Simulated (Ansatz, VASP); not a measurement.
# Mo in VASP and in Ansatz

POSCAR

```
Mo
1.0
    2.8095968245      0.0000000000      0.0000000000
   -1.4047984123      2.4331822244      0.0000000000
    0.0000000000      0.0000000000      5.0469320521
Mo
2
Direct
    0.3333333333      0.6666666667      0.2500000000
    0.6666666667      0.3333333333      0.7500000000
```

File INCAR.step1:

```
SYSTEM = Mo
PREC = Accurate
ENCUT = 520
ISMEAR = -1
SIGMA = 0.1
LREAL = .False.
LASPH = .True.
NELM = 60
NBANDS = 21
GGA = PE
ALGO = Normal
EDIFF = 1E-4
LWAVE = .True.
LCHARG = .False.
```

The input INCAR.step2:

```
SYSTEM = Mo
PREC = Accurate
ENCUT = 520
EDIFF = 1E-7
ISMEAR = -1
SIGMA = 0.1
LREAL = .False.
LASPH = .True.
NELM = 60
ALGO = Normal
ISIF = 2
LWAVE = .False.
LCHARG = .True.
METAGGA = R2SCAN
LMIXTAU = .True.
LELF = .True.
LVHAR = .True.
NBANDS = 21
ISTART = 1
```

The input KPOINTS:

```
regular mesh
0
Gamma
  15 15 7
  0 0 0
```

Input for Ansatz:

```yaml
crystal:
  lattice:
    - [2.8095968245, 0.0, 0.0]
    - [-1.4047984123, 2.4331822244, 0.0]
    - [0.0, 0.0, 5.0469320521]
  atoms:
    - { symbol: Mo, position: [0.3333333333, 0.6666666667, 0.25] }
    - { symbol: Mo, position: [0.6666666667, 0.3333333333, 0.75] }
hamiltonian:
  xc: r2scan
  pseudopotentials:
    kind: paw
    azcp:
      Mo: "pseudopotentials/Mo.paw.azcp"
basis:
  ecutwfc: 500
  fft_grid_basis: typed
kpoints:
  mp_grid: { grid: [15, 15, 7], shift: [0, 0, 0] }
magnetization:
  spin_polarized: false
scf:
  occupations: { method: fermi_dirac, width: 0.1 }
  lower_state_search: "off"
output:
  stress: true
```

Alike in both runs: task single point; functional r2SCAN; k mesh 15 × 15 × 7; occupations fermi-dirac, width 0.1 eV; no spin polarisation.

```csv
,VASP,Ansatz
version,VASP 6.6.1,Ansatz 0.2.0
potentials or method,"VASP PAW PBE potentials, release 64 (Mo_sv), cutoff 520 eV","plane waves (500 eV) with PAW, scalar-relativistic"
valence electrons in the cell,28,28
```

```tsv
	VASP	Ansatz	Ansatz less VASP
pressure (GPa)	-15.7	-16.4	-0.70
traceless stress, the component that is largest in VASP (GPa)	2.45	2.55	+0.102
```

VASP's potentials were made for PBE, not for r2SCAN.
